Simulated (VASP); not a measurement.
A run of VASP 6.6.1 is set up as follows.

File INCAR:

```
  ALGO = Normal
  EDIFF = 1E-6
  ENCUT = 500
  GGA_COMPAT = F
  ISIF = 2
  ISMEAR = 0
  LASPH = T
  LCHARG = T
  LELF = T
  LREAL = F
  LVHAR = T
  LWAVE = F
  NBANDS = 11
  NELM = 120
  PREC = Accurate
  SIGMA = 0.01
```

KPOINTS

```
k-points
0
Gamma
  8 8 8
```

The input POSCAR:

```
AlAs
1.0
    0.0000000000      2.7421903067      2.7421903067
    2.7421903067      0.0000000000      2.7421903067
    2.7421903067      2.7421903067      0.0000000000
Al As
1 1
Direct
    0.0000000000      0.0000000000      0.0000000000
    0.7500000000      0.7500000000      0.7500000000
```

Potentials or basis: VASP PAW LDA potentials, release 64 (Al, As).

Run with:

```console
$ cat potpaw_LDA.64/Al/POTCAR potpaw_LDA.64/As/POTCAR > POTCAR
$ mpirun -np 1 vasp_std > vasp.out
```

Question: Predict the band gap on the k mesh.

Answer: 1.17 eV, indirect (least direct gap 2.66 eV).

Question: What does it give for the pressure?

Answer: 7.5 GPa.

A k mesh can miss the band edges. LDA gaps usually lie below the measured ones, often by a third to a half.
